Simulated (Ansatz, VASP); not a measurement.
**One calculation of Pt, two programs**

File INCAR:

```
PREC     = Accurate       # precision mode
ENCUT    = 520            # plane-wave cutoff, eV
EDIFF    = 1E-7           # SCF threshold, eV
ISMEAR   = 0              # smearing method
SIGMA    = 0.15           # smearing width, eV
LREAL    = False          # projectors in reciprocal space
LASPH    = True           # aspherical terms in the spheres
NELM     = 100            # most SCF steps
ALGO     = Normal         # electronic algorithm
ISIF     = 2              # what is computed and relaxed
LWAVE    = False          # write WAVECAR
LCHARG   = False          # write CHGCAR
NBANDS   = 11             # bands
```

KPOINTS

```
Automatic mesh
0
Gamma
  22 22 22
```

File POSCAR:

```
Pt
1.0
    0.0000000000      2.2141563435      1.5049620666
    2.2141563435      0.0000000000      1.5049620666
    2.2141563435      2.2141563435      0.0000000000
Pt
1
Direct
    0.0000000000      0.0000000000      0.0000000000
```

Input for Ansatz:

```yaml
crystal:
  lattice:
    - [0.0, 2.2141563435, 1.5049620666]
    - [2.2141563435, 0.0, 1.5049620666]
    - [2.2141563435, 2.2141563435, 0.0]
  atoms:
    - { symbol: Pt, position: [0.0, 0.0, 0.0] }
basis:
  ecutwfc: 420
kpoints:
  mp_grid: { grid: [22, 22, 22] }
hamiltonian:
  xc: lda
  pseudopotentials: { kind: paw, azcp: { folder: soft_1 } }
scf:
  occupations: { method: gaussian, width: 0.15 }
output:
  forces: true
  stress: true
  eigenvalues: true
```

Alike in both runs: task single point; functional LDA; k mesh 22 × 22 × 22; occupations gaussian, width 0.15 eV; no spin polarisation.

```csv
,VASP,Ansatz
version,VASP 6.6.1,Ansatz 0.2.0
potentials or method,"VASP PAW LDA potentials, release 64 (Pt), cutoff 520 eV","scalar-relativistic, plane waves, PAW"
valence electrons in the cell,10,18
```

Ansatz gave:

```
gap on the k mesh at the Fermi level (eV)                     : none
pressure (GPa)                                                : 3.3
traceless stress, the component that is largest in VASP (GPa) : -3.30
```

Which values does VASP return?

gap on the k mesh at the Fermi level (eV): none; pressure (GPa): 4.1; traceless stress, the component that is largest in VASP (GPa): -3.24.

Ansatz warns that its potentials were made for another functional, while VASP's fit it. LDA's correlation is that of Perdew and Zunger in VASP and of Perdew and Wang (1992) in Ansatz. A gap of «none» marks a metal or a gap that the smearing closes. VASP's potentials hold 10 valence electrons a cell and Ansatz's 18, so a difference there can come from the potentials and not from the codes.

Neither program's run includes spin-orbit coupling.
